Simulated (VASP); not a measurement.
# TiC in VASP: a series of runs

The runs below take TiC through electric field gradients, with PBE.

Everything below comes from runs of VASP 6.6.1. Logs are shortened: lines on timing, memory, paths and dates and some standing lists are left out, and cuts for length are marked.

## (1) The cell of the first run

Symmetry: I4/mmm, No. 139, tetragonal system. Conventional cell: a = 3.084 Å, b = 3.084 Å, c = 4.263 Å, α = 90.00°, β = 90.00°, γ = 90.00°. Ti (site symmetry 4/mmm) has 6 C at 2.13 to 2.18 Å within 2.8 Å. Within 2.8 Å of C (site symmetry 4/mmm) lie 6 Ti at 2.13 to 2.18 Å.

## (2) Electric field gradients, PBE (z stretched by -1.5 % at fixed volume)

Input file INCAR:

```
SYSTEM = TiC
PREC = Accurate
ENCUT = 520
EDIFF = 1E-8
ISMEAR = -1
SIGMA = 0.03
LREAL = .False.
LASPH = .True.
NELM = 60
ALGO = Normal
ISIF = 2
LWAVE = .False.
LCHARG = .False.
GGA = PE
LEFG = .True.
NBANDS = 15
```

Input file KPOINTS:

```
Automatic mesh
0
Gamma
  14 14 14
  0 0 0
```

Input file POSCAR:

```
TiC
1.0
    0.0000000000      2.1804149002      2.1315400000
    2.1804149002      0.0000000000      2.1315400000
    2.1804149002      2.1804149002      0.0000000000
Ti C
1 1
Direct
    0.0000000000      0.0000000000      0.0000000000
    0.5000000000      0.5000000000      0.5000000000
```

Potentials or basis: VASP PAW PBE potentials, release 64 (Ti_sv, C).

The run is started by

```console
> cat potpaw_PBE.64/Ti_sv/POTCAR potpaw_PBE.64/C/POTCAR > POTCAR
> mpirun -np 1 vasp_std > vasp.out
```

OUTCAR:

```text
SYSTEM = TiC
   PREC = Accurate
   ENCUT = 520
   EDIFF = 1E-8
   ISMEAR = -1
   LREAL = .False.
   LASPH = .True.
   NELM = 60
   ISIF = 2
   GGA = PE

 ion  position               nearest neighbor table
   1  0.000  0.000  0.000-   2 2.13   2 2.13   2 2.18   2 2.18   2 2.18   2 2.18
   2  0.500  0.500  0.500-   1 2.13   1 2.13   1 2.18   1 2.18   1 2.18   1 2.18

  LATTYP: Found a body centered tetragonal cell.
 ALAT       =     3.0835723235
 C/A-ratio  =     1.3825133815

  Lattice vectors:

 A1 = (   0.0000000000,  -2.1804149002,  -2.1315400000)
 A2 = (   0.0000000000,   2.1804149002,  -2.1315400000)
 A3 = (   2.1804149002,   0.0000000000,   2.1315400000)

Analysis of symmetry for initial positions (statically):
=====================================================================
 Subroutine PRICEL returns:
 Original cell was already a primitive cell.

 Routine SETGRP: Setting up the symmetry group for a
 body centered tetragonal supercell.

 Subroutine GETGRP returns: Found 16 space group operations
 (whereof 16 operations were pure point group operations)
 out of a pool of 16 trial point group operations.

The static configuration has the point symmetry D_4h.

Analysis of symmetry for dynamics (positions and initial velocities):
=====================================================================
 Subroutine PRICEL returns:
 Original cell was already a primitive cell.

 Routine SETGRP: Setting up the symmetry group for a
 body centered tetragonal supercell.

 Subroutine GETGRP returns: Found 16 space group operations
 (whereof 16 operations were pure point group operations)
 out of a pool of 16 trial point group operations.

The dynamic configuration has the point symmetry D_4h.

 Subroutine INISYM returns: Found 16 space group operations
 (whereof 16 operations are pure point group operations),
 and found     1 'primitive' translations

----------------------------------------------------------------------------------------

                                     Primitive cell

  volume of cell :      20.2676

  direct lattice vectors                    reciprocal lattice vectors
     0.000000000  2.180414900  2.131540000    -0.229314155  0.229314155  0.234572187
     2.180414900  0.000000000  2.131540000     0.229314155 -0.229314155  0.234572187
     2.180414900  2.180414900  0.000000000     0.229314155  0.229314155 -0.234572187

  length of vectors
     3.049208407  3.049208407  3.083572323     0.400242519  0.400242519  0.400242519

  position of ions in fractional coordinates (direct lattice)
     0.000000000  0.000000000  0.000000000
     0.500000000  0.500000000  0.500000000

  ion indices of the primitive-cell ions
   primitive index   ion index
                 1           1
                 2           2

----------------------------------------------------------------------------------------

 KPOINTS: Automatic mesh

Automatic generation of k-mesh.
 Grid dimensions read from file:
 generate k-points for:   14   14   14

 Generating k-lattice:

  Cartesian coordinates                     Fractional coordinates (reciprocal lattice)
    -0.016379582  0.016379582  0.016755156     0.071428571 -0.000000000  0.000000000
     0.016379582 -0.016379582  0.016755156    -0.000000000  0.071428571  0.000000000
     0.016379582  0.016379582 -0.016755156     0.000000000  0.000000000  0.071428571

  Length of vectors
     0.028588751  0.028588751  0.028588751

  Shift w.r.t. Gamma in fractional coordinates (k-lattice)
     0.000000000  0.000000000  0.000000000

 Subroutine IBZKPT returns following result:
 ===========================================

 Found    244 irreducible k-points:

 Following reciprocal coordinates:
            Coordinates               Weight
  0.000000  0.000000  0.000000      1.000000
  0.071429 -0.000000  0.000000      8.000000
  0.142857  0.000000  0.000000      8.000000
  0.214286  0.000000  0.000000      8.000000
  0.285714  0.000000  0.000000      8.000000
  0.357143  0.000000  0.000000      8.000000
[... 16 lines left out ...]
  0.214286  0.142857  0.000000      8.000000
  0.285714  0.142857  0.000000      8.000000
 [... further k-points ...]
   k-points           NKPTS =    244   k-points in BZ     NKDIM =    244   number of bands    NBANDS=     15
   number of dos      NEDOS =    301   number of ions     NIONS =      2
   total plane-waves  NPLWV =  13824
   dimension x,y,z NGX =    24 NGY =   24 NGZ =   24
   dimension x,y,z NGXF=    48 NGYF=   48 NGZF=   48
   ions per type =               1   1
   NGX,Y,Z   is equivalent  to a cutoff of  13.09, 13.09, 12.94 a.u.
   NGXF,Y,Z  is equivalent  to a cutoff of  26.17, 26.17, 25.88 a.u.
 SYSTEM =  TiC
   PREC   = accura    normal or accurate (medium, high low for compatibility)
   ISTART =      0    job   : 0-new  1-cont  2-samecut
   ICHARG =      2    charge: 1-file 2-atom 10-const
   ISPIN  =      1    spin polarized calculation?
   LNONCOLLINEAR =      F non collinear calculations
   LSORBIT =      F    spin-orbit coupling
   LASPH  =      T    aspherical Exc in radial PAW
   ENCUT  =  520.0 eV  38.22 Ry    6.18 a.u.   5.67  5.67  5.73*2*pi/ulx,y,z
   NELM   =     60;   NELMIN=  2; NELMDL= -5     # of ELM steps
   EDIFF  = 0.1E-07   stopping-criterion for ELM
   LREAL  =      F    real-space projection
   EDIFFG = 0.1E-06   stopping-criterion for IOM
   NSW    =      0    number of steps for IOM
   IBRION =     -1    ionic relax: 0-MD 1-quasi-New 2-CG
   NFREE  =      0    steps in history (QN), initial steepest desc. (CG)
   ISIF   =      2    stress and relaxation
   ISYM   =      2    0-nonsym 1-usesym 2-fastsym
   POTIM  = 0.5000    time-step for ionic-motion
   TEBEG  =    0.0;   TEEND  =   0.0 temperature during run
   PSTRESS=    0.0 pullay stress
   NELECT =      16.0000    total number of electrons
   NUPDOWN=      -1.0000    fix difference up-down
   EMIN   =  10.00;   EMAX   =-10.00  energy-range for DOS
   EFERMI =   0.00;   METHOD = LEGACY
   ISMEAR =    -1;   SIGMA  =   0.03  broadening in eV -4-tet -1-fermi 0-gaus
   EFERMI_NEDOS =   21; number of points for ismear=-14 and -15
   IALGO  =     38    algorithm
   IMIX   =      4    mixing-type and parameters
     AMIX     =   0.40;   BMIX     =  1.00
     AMIX_MAG =   1.60;   BMIX_MAG =  1.00
  volume/ion in A,a.u.               =      10.13        68.39
  Fermi-wavevector in a.u.,A,eV,Ry     =   1.513030  2.859212 31.147275  2.289260
  Thomas-Fermi vector in A             =   2.622876
   LORBIT       =      0    0 simple, 1 ext, 2 COOP (PROOUT), +10 PAW based schemes
   GGA     = PE    functional components
   LHFCALC =     F    Hartree Fock is set to
   AEXX    =    0.0000 exact exchange contribution
   IVDW    =     0    specifies the selected vdW correction
   LEPSILON=     F    determine dielectric tensor
   LRPA    =     F    only Hartree local field effects (RPA)
 non-spin polarized calculation
  energy-cutoff  :      520.00
  volume of cell :       20.27
 maximum number of plane-waves:       560
   NGX = 11   NGY = 11   NGZ = 11

 number of electron      15.9999999 magnetization

 Free energy of the ion-electron system (eV)
  ---------------------------------------------------
  ext. energy  EPLUGINS =         0.00000000
  ---------------------------------------------------
  free energy    TOTEN  =       -18.70057980 eV

  energy without entropy =      -18.69977809  energy(sigma->0) =      -18.70017895

 E-fermi :   9.4387     XC(G=0): -12.7090

 val. band max:        9.4225941421   @ k =   0.0714   0.0714   0.0000
 cond. band min:       9.4581096066   @ k =   0.5000   0.0000   0.5000
 fundamental gap:      0.0355154646
 Fermi energy:         9.4386956757

 k-point     1 :       0.0000    0.0000    0.0000
  band No.  band energies     occupation
      1     -47.1396      2.00000
      2     -23.1728      2.00000
      3     -23.1728      2.00000
      4     -23.1428      2.00000
      5      -2.9672      2.00000
      6      10.0819      0.00000
      7      10.0819      0.00000
      8      10.2477      0.00000
      9      11.0744      0.00000
     10      11.0931      0.00000
     11      11.0931      0.00000
     12      11.1804      0.00000
     13      11.2304      0.00000
     14      19.9726      0.00000
[... 401 lines left out ...]
      2     -23.4063      2.00000
      3     -23.2390      2.00000
      4     -23.2126      2.00000
      5      -1.4608      2.00000
      6       6.2583      2.00000
      7       7.7465      2.00000
      8       8.2334      2.00000
      9      10.2293      0.00000
     10      11.7380      0.00000
     11      12.9482      0.00000
     12      13.9806      0.00000
     13      15.8591      0.00000
     14      21.6593      0.00000
     15      23.6661      0.00000

 [... further k-points ...]

------------------------ aborting loop because EDIFF is reached ----------------------------------------

  FORCE on cell =-STRESS in cart. coord.  units (eV):
  Direction    XX          YY          ZZ          XY          YZ          ZX
  --------------------------------------------------------------------------------------
  -------------------------------------------------------------------------------------
  Total       -0.2234640     -0.2234640      0.9449043      0.0000000      0.0000000     -0.0000000
  in kB      -17.6651084    -17.6651084     74.6958785      0.0000000      0.0000000     -0.0000000
  external PRESSURE =      13.1218872 kB  Pullay stress =       0.0000000 kB

 VOLUME and BASIS-vectors are now :
 -----------------------------------------------------------------------------
  energy-cutoff  :      520.00
  volume of cell :       20.27
      direct lattice vectors                 reciprocal lattice vectors
     0.000000000  2.180414900  2.131540000    -0.229314155  0.229314155  0.234572187
     2.180414900  0.000000000  2.131540000     0.229314155 -0.229314155  0.234572187
     2.180414900  2.180414900  0.000000000     0.229314155  0.229314155 -0.234572187

 POSITION                                       TOTAL-FORCE (eV/Angst)
 -----------------------------------------------------------------------------------
      0.00000      0.00000      0.00000         0.000000     -0.000000      0.000000
      2.18041      2.18041      2.13154         0.000000      0.000000     -0.000000
 -----------------------------------------------------------------------------------
    total drift:                                0.000000     -0.000000     -0.000000

  FREE ENERGIE OF THE ION-ELECTRON SYSTEM (eV)
  ---------------------------------------------------
  free  energy   TOTEN  =       -18.7005797993 eV

  energy  without entropy=      -18.6997780930  energy(sigma->0) =      -18.70017895

 Electric field gradients (V/A^2)
---------------------------------------------------------------------
 ion       V_xx      V_yy      V_zz      V_xy      V_xz      V_yz
---------------------------------------------------------------------
   1       8.968     8.968   -17.935    -0.000     0.001     0.001
   2       1.428     1.428    -2.856     0.000     0.000     0.000
---------------------------------------------------------------------

 Electric field gradients after diagonalization (V/A^2)
 (convention: |V_zz| > |V_xx| > |V_yy|)
----------------------------------------------------------------------
 ion       V_xx      V_yy      V_zz     asymmetry (V_yy - V_xx)/ V_zz
----------------------------------------------------------------------
   1       8.968     8.967   -17.935       0.000
   2       1.428     1.428    -2.856       0.000
----------------------------------------------------------------------

           NMR quadrupolar parameters

 Cq : quadrupolar parameter    Cq=e*Q*V_zz/h
 eta: asymmetry parameters     (V_yy - V_xx)/ V_zz
 Q  : nuclear electric quadrupole moment in mb (millibarn)
----------------------------------------------------------------------
 ion       Cq(MHz)       eta       Q (mb)
----------------------------------------------------------------------
   1      -0.043       0.000       1.000
   2      -0.007       0.000       1.000
----------------------------------------------------------------------
```

Wall time 1.8 min (1 thread of Intel Xeon 8259CL, shared host); peak memory 0.2 GiB.

Results:

```yaml
Free_energy: -18.7006 eV
Pressure: 1.3 GPa
Band_gap_on_the_k_mesh: zero (bands 8 and 9 overlap by 1.36 eV)
Largest_electric_field_gradient_by_atom: Ti -17.9; C -2.9 V/Å²
```

Levels at points of the mesh, in eV from the Fermi level:
```
           k point  band 6  band 7  band 8  band 9  band 10  band 11
(0.00, 0.00, 0.00)    0.64    0.64    0.81    1.64     1.65     1.65
(0.50, 0.00, 0.00)   -5.85   -2.92   -2.89    2.88     2.98     4.12
(0.50, 0.50, 0.00)   -3.26   -1.65   -0.14   -0.14     2.73     3.54
(0.50, 0.00, 0.50)   -3.51   -1.61    0.02    0.04     2.71     3.45
```

Electric field gradients, principal values (V/Å²):
| atom | least | middle | greatest (by size) |
| --- | --- | --- | --- |
| 1 Ti | 8.967 | 8.968 | -17.935 |
| 2 C | 1.428 | 1.428 | -2.856 |

Caveat: without QUAD_EFG the Cq values of the log hold for a quadrupole moment of 1 mb, not for the nuclei.

[end of part 1 of 2]
